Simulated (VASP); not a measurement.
**Ag: single point with r2SCAN**

Crystal: Ag.

```
Ag
1.0
     3.16440    0.00000    0.00000
    -1.58220    2.74045    0.00000
     0.00000    0.00000    4.59840
Ag
2
Cartesian
  0.0000 1.8270 1.1496
  1.5822 0.9135 3.4488
```

This cell differs from its parent crystal: strain +0.080 along x and y, -0.040 along z.

| Quantity | Value |
| --- | --- |
| Program | VASP 6.6.1 |
| Task | single point |
| Functional | r2SCAN |
| Potentials or basis | VASP PAW PBE potentials, release 64 (Ag) |
| Cutoff | 520 eV |
| k mesh | 18 × 18 × 10 |
| Occupations | gaussian, width 0.15 eV |
| Spin | no spin polarisation |
| Dipole correction | no |
| Further INCAR settings | ALGO = Normal; EDIFF = 1e-06; NBANDS = 18 |

```yaml
Pressure: -8.6 GPa
Band_gap_on_the_k_mesh: zero (bands 11 and 12 overlap by 6.93 eV)
```

Stress tensor (GPa, compression positive):
```
-10.22   0.00   0.00
  0.00 -10.22   0.00
  0.00   0.00  -5.48
```

Levels at points of the mesh, in eV from the Fermi level:
| k point | band 9 | band 10 | band 11 | band 12 | band 13 | band 14 |
| --- | --- | --- | --- | --- | --- | --- |
| (0.00, 0.00, 0.00) | -4.30 | -3.34 | -3.34 | 0.91 | 4.40 | 14.78 |
| (0.50, 0.00, 0.00) | -3.32 | -3.07 | -0.22 | 0.63 | 7.25 | 7.31 |
| (0.00, 0.00, 0.50) | -3.57 | -3.57 | -3.57 | -3.57 | 12.84 | 12.84 |
| (0.50, 0.00, 0.50) | -3.38 | -3.38 | 0.86 | 0.86 | 3.65 | 3.65 |

It took 3.7 min on 1 thread of Intel(R) Xeon(R) Platinum 8488C (Sapphire Rapids) (shared host), peak memory 0.26 GiB.

Caveat: the cell differs from its parent crystal (strain +0.080 along x and y, -0.040 along z); the cell stands under tension; the PAW data sets were made with another functional, which shifts forces and pressure a little.
